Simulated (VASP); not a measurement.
Write the native input for VASP 6.6.1 that does the following.

- Task: single point
- Functional: PBE
- Potentials or basis: VASP PAW PBE potentials, release 64 (Rb_sv, Br)
- Cutoff: 520 eV
- k mesh: 6 × 6 × 6
- Occupations: gaussian, width 0.05 eV
- Spin: no spin polarisation
- Dipole correction: no
- Further INCAR settings: ALGO = Normal; EDIFF = 1e-06; NBANDS = 15

The structure of RbBr lies in POSCAR:

```
RbBr
1.0
    4.1371365051      0.0000000000      0.0000000000
    0.0000000000      4.1371365051      0.0000000000
    0.0000000000      0.0000000000      4.1929021031
Rb Br
1 1
Direct
   -0.0231445439      0.0000000000      0.0000000000
    0.5247561230      0.5000000000      0.5000000000
```

This cell differs from its parent crystal: atoms displaced along a vibrational mode, the cell strained.

These files were run (other wordings do the same):

INCAR

```
SYSTEM = RbBr
PREC     = Accurate       ! precision mode
ENCUT    = 520            ! plane-wave cutoff, eV
EDIFF    = 1E-6           ! SCF threshold, eV
ISMEAR   = 0              ! smearing method
SIGMA    = 0.05           ! smearing width, eV
LREAL    = .False.        ! projectors in reciprocal space
LASPH    = .True.         ! aspherical terms in the spheres
NELM     = 60             ! most SCF steps
ALGO     = Normal         ! electronic algorithm
ISIF     = 2              ! what is computed and relaxed
LWAVE    = .False.        ! write WAVECAR
LCHARG   = .False.        ! write CHGCAR
GGA      = PE             ! functional
NBANDS   = 15             ! bands
```

KPOINTS

```
Automatic mesh
0
Gamma
  6 6 6
  0 0 0
```

Potentials or basis: VASP PAW PBE potentials, release 64 (Rb_sv, Br).

Command:

```bash
$ cat potpaw_PBE.64/Rb_sv/POTCAR potpaw_PBE.64/Br/POTCAR > POTCAR
$ mpirun -np 1 vasp_std > vasp.out
```

Results of the run:

```json
{"Pressure": "0.6 GPa", "Largest force": "0.144 eV/Å", "Band gap on the k mesh": "4.00 eV (least direct gap 4.15 eV)"}
```

Caveat: the cell differs from its parent crystal (atoms displaced along a vibrational mode, the cell strained).

It took 29 s on 1 thread of Intel(R) Xeon(R) Platinum 8375C CPU @ 2.90GHz (Ice Lake) (shared host), peak memory 0.22 GiB.
